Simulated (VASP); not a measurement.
Set up this calculation in VASP 6.6.1, as the native input.

```
Task                   : single point
Functional             : PBE
Potentials or basis    : VASP PAW PBE potentials, release 64 (Rb_sv, Cl)
Cutoff                 : 500 eV
k mesh                 : 7 × 7 × 7
Occupations            : fermi-dirac, width 0.02 eV
Spin                   : no spin polarisation
Dipole correction      : no
Further INCAR settings : ALGO = Normal; EDIFF = 1e-06; NBANDS = 15
```

The structure of RbCl lies in POSCAR:

```
RbCl
1.0
    0.0000000000      3.2464860941      3.2464860941
    3.2464860941      0.0000000000      3.2464860941
    3.2464860941      3.2464860941      0.0000000000
Rb Cl
1 1
Direct
    0.0000000000      0.0000000000      0.0000000000
    0.5000000000      0.5000000000      0.5000000000
```

This cell differs from its parent crystal: volume scaled by 0.975.

One way to write it, as run:

INCAR

```
SYSTEM = RbCl
PREC = Accurate
ENCUT = 500
EDIFF = 1E-6
ISMEAR = -1
SIGMA = 0.02
LREAL = .FALSE.
LASPH = .TRUE.
NELM = 120
ALGO = Normal
ISIF = 2
LWAVE = .FALSE.
LCHARG = .FALSE.
GGA = PE
NBANDS = 15
GGA_COMPAT = .FALSE.
```

KPOINTS

```
regular mesh
0
G
  7 7 7
  0 0 0
```

Potentials or basis: VASP PAW PBE potentials, release 64 (Rb_sv, Cl).

The run is started by

```sh
$ cat potpaw_PBE.64/Rb_sv/POTCAR potpaw_PBE.64/Cl/POTCAR > POTCAR
$ mpirun -np 1 vasp_std > vasp.out
```

It gave:

The pressure is 1.7 GPa and the band gap on the k mesh is 5.13 eV, direct.

It took 37 s on 1 thread of Intel Xeon 8259CL, with other jobs on the host, peak memory 0.2 GiB.
